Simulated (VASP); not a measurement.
A run of VASP 6.6.1:

POSCAR

```
MgS
1.0
    0.0000000000      2.8141052454      2.8141052454
    2.8141052454      0.0000000000      2.8141052454
    2.8141052454      2.8141052454      0.0000000000
S Mg
1 1
Direct
    0.2500000000      0.2500000000      0.2500000000
    0.0000000000      0.0000000000      0.0000000000
```

File INCAR.step1:

```
SYSTEM = MgS
ALGO = Normal ; EDIFF = 1E-5
ENCUT = 520 ; GGA = PE
ISIF = 2 ; ISMEAR = -1
LASPH = .TRUE. ; LCHARG = .FALSE.
LREAL = .FALSE. ; LWAVE = .TRUE.
NBANDS = 11 ; NELM = 100
PREC = Accurate ; SIGMA = 0.05
```

INCAR.step2

```
SYSTEM = MgS
AEXX = 0.25 ; ALGO = Normal
EDIFF = 1E-6 ; ENCUT = 520
GGA = PE ; ISIF = 2
ISMEAR = -1 ; ISTART = 1
LASPH = .TRUE. ; LCHARG = .FALSE.
LHFCALC = .TRUE. ; LREAL = .FALSE.
LWAVE = .FALSE. ; NBANDS = 11
NELM = 100 ; PREC = Accurate
PRECFOCK = Normal ; SIGMA = 0.05
```

Contents of KPOINTS:

```
k-points
0
G
  4 4 4
  0 0 0
```

Potentials or basis: VASP PAW PBE potentials, release 64 (S, Mg).

The run is started by

```sh
$ cat potpaw_PBE.64/S/POTCAR potpaw_PBE.64/Mg/POTCAR > POTCAR
$ cp INCAR.step1 INCAR
$ mpirun -np 1 vasp_std > vasp.out
$ cp INCAR.step2 INCAR
$ mpirun -np 1 vasp_std > vasp.out
```

Hardware: 1 thread of Intel(R) Xeon(R) Platinum 8488C (Sapphire Rapids), on a shared host.

Task: Estimate the wall time of this run.

Result: It took 56 s on 1 thread of Intel(R) Xeon(R) Platinum 8488C (Sapphire Rapids) (shared host), peak memory 0.17 GiB. Counts: k points 8.
